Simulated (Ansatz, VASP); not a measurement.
## One calculation of Zn, two programs

The input INCAR:

```
SYSTEM = Zn
PREC = Accurate
ENCUT = 520
EDIFF = 1E-6
ISMEAR = 0
SIGMA = 0.15
LREAL = .False.
LASPH = .True.
NELM = 100
ALGO = Fast
ISIF = 2
LWAVE = .False.
LCHARG = .False.
GGA = PS
NBANDS = 19
```

KPOINTS

```
regular mesh
0
Gamma
  24 24 10
  0 0 0
```

The input POSCAR:

```
Zn
1.0
    2.6647980532      0.0000000000      0.0000000000
   -1.3323990266      2.3077828100      0.0000000000
    0.0000000000      0.0000000000      4.9467000000
Zn
2
Direct
    0.3766649673      0.7533299346      0.2500000000
    0.6666666667      0.3333333333      0.7500000000
```

Input for Ansatz:

```yaml
crystal:
  lattice:
    - [2.6647980532, 0.0, 0.0]
    - [-1.3323990266, 2.30778281, 0.0]
    - [0.0, 0.0, 4.9467]
  atoms:
    - { symbol: Zn, position: [0.3766649673, 0.7533299346, 0.25] }
    - { symbol: Zn, position: [0.6666666667, 0.3333333333, 0.75] }
basis:
  ecutwfc: 420
kpoints:
  mp_grid: { grid: [24, 24, 10] }
hamiltonian:
  xc: pbesol
scf:
  occupations: { method: gaussian, width: 0.15 }
output:
  forces: true
  stress: true
  eigenvalues: true
```

Alike in both runs: task single point; functional PBEsol; k mesh 24 × 24 × 10; occupations gaussian, width 0.15 eV; no spin polarisation.

|  | VASP | Ansatz |
| --- | --- | --- |
| version | VASP 6.6.1 | Ansatz 0.2.0 |
| potentials or method | VASP PAW PBE potentials, release 64 (Zn), cutoff 520 eV | scalar-relativistic, plane waves, PAW |
| valence electrons in the cell | 24 | 24 |

```csv
,VASP,Ansatz,Ansatz less VASP
gap on the k mesh at the Fermi level (eV),none,none,-
pressure (GPa),-4.4,-5.1,-0.70
"traceless stress, the component that is largest in VASP (GPa)",2.07,2.19,+0.120
rms of the force components (eV/Å),0.069,0.068,-0.0012
```

VASP's potentials were made for PBE, not for PBEsol. Atom by atom the forces differ by 0.001 eV/Å (rms over components). A gap of «none» marks a metal or a gap that the smearing closes.
